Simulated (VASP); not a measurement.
# BP (F-43m) in VASP: a series of runs

BP is run at these levels: LDA, PBE, PBEsol, r2SCAN; tasks: single point.

All numbers are computed with VASP 6.6.1; they aren't measurements. Logs are shortened: lines on timing, memory, paths and dates and some standing lists are left out, and cuts for length are marked.

## Step 1: The cell of the first run

It takes space group F-43m (No. 216, cubic). The conventional cell has a = 4.491 Å, b = 4.491 Å, c = 4.491 Å, α = 90.00°, β = 90.00°, γ = 90.00°. B (site symmetry -43m) has 4 P at 1.94 Å within 2.6 Å. P (site symmetry -43m) has 4 B at 1.94 Å within 2.6 Å.

## Step 2: Single point, LDA

Input file INCAR:

```
SYSTEM = BP
PREC = Accurate ; ENCUT = 520
EDIFF = 1E-6 ; ISMEAR = -1
SIGMA = 0.02 ; LREAL = .FALSE.
LASPH = .TRUE. ; NELM = 60
ALGO = Normal ; ISIF = 2
LWAVE = .FALSE. ; LCHARG = .FALSE.
GGA = CA ; NBANDS = 11
```

Input file KPOINTS:

```
Automatic mesh
0
G
  10 10 10
  0 0 0
```

Input file POSCAR:

```
BP
1.0
    0.0000000000      2.2454114899      2.2454114899
    2.2454114899      0.0000000000      2.2454114899
    2.2454114899      2.2454114899      0.0000000000
B P
1 1
Direct
    0.0000000000      0.0000000000      0.0000000000
    0.2500000000      0.2500000000      0.2500000000
```

Potentials or basis: VASP PAW LDA potentials, release 64 (B, P).

The run is started by

```
$ cat potpaw_LDA.64/B/POTCAR potpaw_LDA.64/P/POTCAR > POTCAR
$ mpirun -np 1 vasp_std > vasp.out
```

OUTCAR:

```text
SYSTEM = BP
   PREC = Accurate
   ENCUT = 520
   EDIFF = 1E-6
   ISMEAR = -1
   LREAL = .FALSE.
   LASPH = .TRUE.
   NELM = 60
   ISIF = 2
   GGA = CA

 ion  position               nearest neighbor table
   1  0.000  0.000  0.000-   2 1.94   2 1.94   2 1.94   2 1.94
   2  0.250  0.250  0.250-   1 1.94   1 1.94   1 1.94   1 1.94

  LATTYP: Found a face centered cubic cell.
 ALAT       =     4.4908229798

  Lattice vectors:

 A1 = (   0.0000000000,   2.2454114899,   2.2454114899)
 A2 = (   2.2454114899,   0.0000000000,   2.2454114899)
 A3 = (   2.2454114899,   2.2454114899,   0.0000000000)

Analysis of symmetry for initial positions (statically):
=====================================================================
 Subroutine PRICEL returns:
 Original cell was already a primitive cell.

 Routine SETGRP: Setting up the symmetry group for a
 face centered cubic supercell.

 Subroutine GETGRP returns: Found 24 space group operations
 (whereof 24 operations were pure point group operations)
 out of a pool of 48 trial point group operations.

The static configuration has the point symmetry T_d .

Analysis of symmetry for dynamics (positions and initial velocities):
=====================================================================
 Subroutine PRICEL returns:
 Original cell was already a primitive cell.

 Routine SETGRP: Setting up the symmetry group for a
 face centered cubic supercell.

 Subroutine GETGRP returns: Found 24 space group operations
 (whereof 24 operations were pure point group operations)
 out of a pool of 48 trial point group operations.

The dynamic configuration has the point symmetry T_d .

 Subroutine INISYM returns: Found 24 space group operations
 (whereof 24 operations are pure point group operations),
 and found     1 'primitive' translations

----------------------------------------------------------------------------------------

                                     Primitive cell

  volume of cell :      22.6422

  direct lattice vectors                    reciprocal lattice vectors
     0.000000000  2.245411490  2.245411490    -0.222676334  0.222676334  0.222676334
     2.245411490  0.000000000  2.245411490     0.222676334 -0.222676334  0.222676334
     2.245411490  2.245411490  0.000000000     0.222676334  0.222676334 -0.222676334

  length of vectors
     3.175491382  3.175491382  3.175491382     0.385686725  0.385686725  0.385686725

  position of ions in fractional coordinates (direct lattice)
     0.000000000  0.000000000  0.000000000
     0.250000000  0.250000000  0.250000000

  ion indices of the primitive-cell ions
   primitive index   ion index
                 1           1
                 2           2

----------------------------------------------------------------------------------------

 KPOINTS: Automatic mesh

Automatic generation of k-mesh.
 Grid dimensions read from file:
 generate k-points for:   10   10   10

 Generating k-lattice:

  Cartesian coordinates                     Fractional coordinates (reciprocal lattice)
    -0.022267633  0.022267633  0.022267633     0.100000000  0.000000000  0.000000000
     0.022267633 -0.022267633  0.022267633     0.000000000  0.100000000  0.000000000
     0.022267633  0.022267633 -0.022267633     0.000000000  0.000000000  0.100000000

  Length of vectors
     0.038568672  0.038568672  0.038568672

  Shift w.r.t. Gamma in fractional coordinates (k-lattice)
     0.000000000  0.000000000  0.000000000

 Subroutine IBZKPT returns following result:
 ===========================================

 Found     47 irreducible k-points:

 Following reciprocal coordinates:
            Coordinates               Weight
  0.000000  0.000000  0.000000      1.000000
  0.100000  0.000000  0.000000      8.000000
  0.200000  0.000000  0.000000      8.000000
  0.300000  0.000000  0.000000      8.000000
  0.400000  0.000000  0.000000      8.000000
  0.500000  0.000000  0.000000      4.000000
[... 16 lines left out ...]
  0.300000  0.300000  0.000000      6.000000
  0.400000  0.300000  0.000000     24.000000
 [... further k-points ...]
   k-points           NKPTS =     47   k-points in BZ     NKDIM =     47   number of bands    NBANDS=     11
   number of dos      NEDOS =    301   number of ions     NIONS =      2
   total plane-waves  NPLWV =  13824
   dimension x,y,z NGX =    24 NGY =   24 NGZ =   24
   dimension x,y,z NGXF=    48 NGYF=   48 NGZF=   48
   ions per type =               1   1
   NGX,Y,Z   is equivalent  to a cutoff of  12.56, 12.56, 12.56 a.u.
   NGXF,Y,Z  is equivalent  to a cutoff of  25.13, 25.13, 25.13 a.u.
 SYSTEM =  BP
   PREC   = accura    normal or accurate (medium, high low for compatibility)
   ISTART =      0    job   : 0-new  1-cont  2-samecut
   ICHARG =      2    charge: 1-file 2-atom 10-const
   ISPIN  =      1    spin polarized calculation?
   LNONCOLLINEAR =      F non collinear calculations
   LSORBIT =      F    spin-orbit coupling
   LASPH  =      T    aspherical Exc in radial PAW
   ENCUT  =  520.0 eV  38.22 Ry    6.18 a.u.   5.90  5.90  5.90*2*pi/ulx,y,z
   NELM   =     60;   NELMIN=  2; NELMDL= -5     # of ELM steps
   EDIFF  = 0.1E-05   stopping-criterion for ELM
   LREAL  =      F    real-space projection
   EDIFFG = 0.1E-04   stopping-criterion for IOM
   NSW    =      0    number of steps for IOM
   IBRION =     -1    ionic relax: 0-MD 1-quasi-New 2-CG
   NFREE  =      0    steps in history (QN), initial steepest desc. (CG)
   ISIF   =      2    stress and relaxation
   ISYM   =      2    0-nonsym 1-usesym 2-fastsym
   POTIM  = 0.5000    time-step for ionic-motion
   TEBEG  =    0.0;   TEEND  =   0.0 temperature during run
   PSTRESS=    0.0 pullay stress
   NELECT =       8.0000    total number of electrons
   NUPDOWN=      -1.0000    fix difference up-down
   EMIN   =  10.00;   EMAX   =-10.00  energy-range for DOS
   EFERMI =   0.00;   METHOD = LEGACY
   ISMEAR =    -1;   SIGMA  =   0.02  broadening in eV -4-tet -1-fermi 0-gaus
   EFERMI_NEDOS =   21; number of points for ismear=-14 and -15
   IALGO  =     38    algorithm
   IMIX   =      4    mixing-type and parameters
     AMIX     =   0.40;   BMIX     =  1.00
     AMIX_MAG =   1.60;   BMIX_MAG =  1.00
  volume/ion in A,a.u.               =      11.32        76.40
  Fermi-wavevector in a.u.,A,eV,Ry     =   1.157352  2.187079 18.224517  1.339464
  Thomas-Fermi vector in A             =   2.293964
   LORBIT       =      0    0 simple, 1 ext, 2 COOP (PROOUT), +10 PAW based schemes
   GGA     = CA    functional components
   LHFCALC =     F    Hartree Fock is set to
   AEXX    =    0.0000 exact exchange contribution
   IVDW    =     0    specifies the selected vdW correction
   LEPSILON=     F    determine dielectric tensor
   LRPA    =     F    only Hartree local field effects (RPA)
 non-spin polarized calculation
  energy-cutoff  :      520.00
  volume of cell :       22.64
 maximum number of plane-waves:       620
   NGX = 11   NGY = 11   NGZ = 11

 number of electron       8.0000001 magnetization

 Free energy of the ion-electron system (eV)
  ---------------------------------------------------
  ext. energy  EPLUGINS =         0.00000000
  ---------------------------------------------------
  free energy    TOTEN  =       -14.39939850 eV

  energy without entropy =      -14.39939850  energy(sigma->0) =      -14.39939850

 E-fermi :   8.2647     XC(G=0): -11.2178

 val. band max:        7.7838968698   @ k =   0.0000   0.0000   0.0000
 cond. band min:       8.9350732709   @ k =   0.4000   0.4000   0.0000
 fundamental gap:      1.1511764012
 Fermi energy:         8.2646903026

 k-point     1 :       0.0000    0.0000    0.0000
  band No.  band energies     occupation
      1      -7.8851      2.00000
      2       7.7839      2.00000
      3       7.7839      2.00000
      4       7.7839      2.00000
      5      11.2127      0.00000
      6      11.2127      0.00000
      7      11.2127      0.00000
      8      15.6353      0.00000
      9      19.2640      0.00000
     10      20.0584      0.00000
     11      20.0584      0.00000

 k-point     2 :       0.1000    0.0000    0.0000
  band No.  band energies     occupation
      1      -7.7004      2.00000
      2       6.4701      2.00000
      3       7.4824      2.00000
      4       7.4824      2.00000
      5      11.6299      0.00000
      6      11.6299      0.00000
      7      11.6704      0.00000
      8      16.1082      0.00000
      9      19.3200      0.00000
     10      19.3200      0.00000
     11      19.8441      0.00000

 k-point     3 :       0.2000    0.0000    0.0000
  band No.  band energies     occupation
      1      -7.1531      2.00000
      2       4.0933      2.00000
      3       6.9132      2.00000
      4       6.9132      2.00000
      5      11.9273      0.00000
      6      12.3566      0.00000
      7      12.3566      0.00000
      8      17.1228      0.00000
      9      18.6844      0.00000
     10      18.6844      0.00000
     11      20.7402      0.00000

 k-point     4 :       0.3000    0.0000    0.0000
  band No.  band energies     occupation
      1      -6.2712      2.00000
      2       1.6865      2.00000
      3       6.4173      2.00000
      4       6.4173      2.00000
      5      11.8809      0.00000
      6      12.6667      0.00000
      7      12.6667      0.00000
      8      17.8191      0.00000
      9      19.2815      0.00000
     10      19.2815      0.00000
     11      21.0914      0.00000
[... 239 lines left out ...]
 k-point    22 :      -0.2000    0.2000    0.0000
  band No.  band energies     occupation
      1      -5.9725      2.00000
      2       2.5040      2.00000
      3       3.4956      2.00000
      4       6.5220      2.00000
      5      12.2927      0.00000
      6      13.1528      0.00000
      7      14.2585      0.00000
      8      16.2558      0.00000
      9      17.2923      0.00000
     10      21.4741      0.00000
     11      23.8424      0.00000

 k-point    23 :       0.3000    0.3000    0.0000
  band No.  band energies     occupation
      1      -5.7169      2.00000
      2       2.9882      2.00000
      3       4.4800      2.00000
      4       4.4800      2.00000
      5       9.2389      0.00000
      6      11.5998      0.00000
      7      16.7772      0.00000
      8      16.7772      0.00000
      9      21.1533      0.00000
     10      22.3587      0.00000
     11      24.4572      0.00000

 k-point    24 :       0.4000    0.3000    0.0000
  band No.  band energies     occupation
      1      -4.8680      2.00000
      2       1.6294      2.00000
      3       3.6231      2.00000
      4       4.1795      2.00000
      5       9.5236      0.00000
      6      11.3194      0.00000
      7      17.3981      0.00000
      8      17.4230      0.00000
      9      21.9840      0.00000
     10      23.2460      0.00000
     11      25.0844      0.00000

 [... further k-points ...]
[... 5 lines left out ...]
  --------------------------------------------------------------------------------------
  -------------------------------------------------------------------------------------
  Total       -0.0219792     -0.0219792     -0.0219792     -0.0000000      0.0000000     -0.0000000
  in kB       -1.5552691     -1.5552691     -1.5552691     -0.0000000      0.0000000     -0.0000000
  external PRESSURE =      -1.5552691 kB  Pullay stress =       0.0000000 kB

 VOLUME and BASIS-vectors are now :
 -----------------------------------------------------------------------------
  energy-cutoff  :      520.00
  volume of cell :       22.64
      direct lattice vectors                 reciprocal lattice vectors
     0.000000000  2.245411490  2.245411490    -0.222676334  0.222676334  0.222676334
     2.245411490  0.000000000  2.245411490     0.222676334 -0.222676334  0.222676334
     2.245411490  2.245411490  0.000000000     0.222676334  0.222676334 -0.222676334

 POSITION                                       TOTAL-FORCE (eV/Angst)
 -----------------------------------------------------------------------------------
      0.00000      0.00000      0.00000         0.000000      0.000000      0.000000
      1.12271      1.12271      1.12271        -0.000000     -0.000000      0.000000
 -----------------------------------------------------------------------------------
    total drift:                                0.000000      0.000000      0.000000

  FREE ENERGIE OF THE ION-ELECTRON SYSTEM (eV)
  ---------------------------------------------------
  free  energy   TOTEN  =       -14.3993984994 eV

  energy  without entropy=      -14.3993984994  energy(sigma->0) =      -14.39939850
```

Run time: 7.7 s. Hardware: 1 thread of AMD EPYC 7R43 (Zen 3), shared host; peak memory 0.09 GiB.

Results:

| Quantity | Value |
| --- | --- |
| Free energy | -14.3994 eV |
| Pressure | -0.2 GPa |
| Band gap on the k mesh | 1.15 eV, indirect (least direct gap 3.43 eV) |

(Part 1 of 2 ends here.)
